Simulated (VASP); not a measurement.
A run of VASP 6.6.1:

INCAR

```
SYSTEM = Ta3Cu
PREC     = Accurate       ! precision mode
ENCUT    = 520            ! plane-wave cutoff, eV
EDIFF    = 1E-6           ! SCF threshold, eV
ISMEAR   = -1             ! smearing method
SIGMA    = 0.05           ! smearing width, eV
LREAL    = .FALSE.        ! projectors in reciprocal space
LASPH    = .TRUE.         ! aspherical terms in the spheres
NELM     = 100            ! most SCF steps
ALGO     = Normal         ! electronic algorithm
ISIF     = 2              ! what is computed and relaxed
LWAVE    = .FALSE.        ! write WAVECAR
LCHARG   = .FALSE.        ! write CHGCAR
GGA      = PS             ! functional
NBANDS   = 30             ! bands
```

KPOINTS

```
Automatic mesh
0
G
  9 9 9
  0 0 0
```

File POSCAR:

```
Ta3Cu
1.0
   -1.9383256017      1.9383256017      3.9901543849
    1.9383256017     -1.9383256017      3.9901543849
    1.9383256017      1.9383256017     -3.9901543849
Ta Cu
3 1
Direct
    0.5000000000      0.5000000000      0.0000000000
    0.2500000000      0.7500000000      0.5000000000
    0.7500000000      0.2500000000      0.5000000000
    0.0000000000      0.0000000000      0.0000000000
```

Potentials or basis: VASP PAW PBE potentials, release 64 (Ta_pv, Cu).

The run is started by

```sh
$ cat potpaw_PBE.64/Ta_pv/POTCAR potpaw_PBE.64/Cu/POTCAR > POTCAR
$ mpirun -np 1 vasp_std > vasp.out
```

Hardware: 1 thread of AMD EPYC 9R45 96-Core Processor (Zen 5) (shared host).

Q: Estimate the wall time of this run.

A: It took 2.2 min on 1 thread of AMD EPYC 9R45 96-Core Processor (Zen 5), on a shared host, peak memory 0.25 GiB. Counts: scf iterations 20, k points 75.
